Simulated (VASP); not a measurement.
A run of VASP 6.6.1 is set up as follows.

File POSCAR:

```
LiCl
1.0
    3.2711235254      0.0523379764      0.0000000000
    0.0523379764      3.2711235254      0.0000000000
    0.0000000000      0.0000000000      3.2711235254
Li Cl
1 1
Direct
    0.0000000000      0.0000000000      0.0000000000
    0.5000000000      0.5000000000      0.5000000000
```

INCAR.step1

```
SYSTEM = LiCl
PREC = Accurate
ENCUT = 520
ISMEAR = 0
SIGMA = 0.01
LREAL = .False.
LASPH = .True.
NELM = 60
NBANDS = 12
GGA = PE
ALGO = Normal
EDIFF = 1E-4
LWAVE = .True.
LCHARG = .False.
```

File INCAR.step2:

```
SYSTEM = LiCl
PREC = Accurate
ENCUT = 520
EDIFF = 1E-6
ISMEAR = 0
SIGMA = 0.01
LREAL = .False.
LASPH = .True.
NELM = 60
ALGO = Normal
ISIF = 2
LWAVE = .False.
LCHARG = .False.
METAGGA = R2SCAN
LMIXTAU = .True.
NBANDS = 12
ISTART = 1
```

Contents of KPOINTS:

```
Automatic mesh
0
Gamma
  8 8 8
  0 0 0
```

Potentials or basis: VASP PAW PBE potentials, release 64 (Li_sv, Cl).

Command:

```console
$ cat potpaw_PBE.64/Li_sv/POTCAR potpaw_PBE.64/Cl/POTCAR > POTCAR
$ cp INCAR.step1 INCAR
$ mpirun -np 1 vasp_std > vasp.out
$ cp INCAR.step2 INCAR
$ mpirun -np 1 vasp_std > vasp.out
```

(1) What does it give for the band gap on the k mesh?

## Answers

(1) 5.39 eV (least direct gap 5.97 eV).

Caveat: the cell differs from its parent crystal (shear xy strain +3.2%).
